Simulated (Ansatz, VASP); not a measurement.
NaCl: VASP beside Ansatz

```
Na Cl
1.0
     0.00000    2.80379    2.80379
     2.80379    0.00000    2.80379
     2.80379    2.80379    0.00000
Na Cl
1 1
Direct
  0.00000 0.00000 0.00000
  0.50000 0.50000 0.50000
```

Alike in both runs: functional r2SCAN; k mesh 8 × 8 × 8; occupations fermi-dirac, width 0.02 eV; no spin polarisation.

Ansatz relaxed the structure, and its values are those at the end. VASP's run is a single point on that final structure, the one shown.

```csv
,VASP,Ansatz
version,VASP 6.6.1,Ansatz 0.2.0
potentials or method,"VASP PAW PBE potentials, release 64 (Na_pv, Cl), cutoff 520 eV",PAW plane waves
valence electrons in the cell,14,16
```

VASP gave:

* gap on the k mesh at the Fermi level (eV): 5.99
* pressure (GPa): -0.2

Question: Estimate Ansatz's values.

Answer: gap on the k mesh at the Fermi level (eV): 5.97; pressure (GPa): 0.0.

VASP's potentials were made for PBE, not for r2SCAN. VASP's potentials hold 14 valence electrons a cell and Ansatz's 16, so a difference there can come from the potentials and not from the codes.
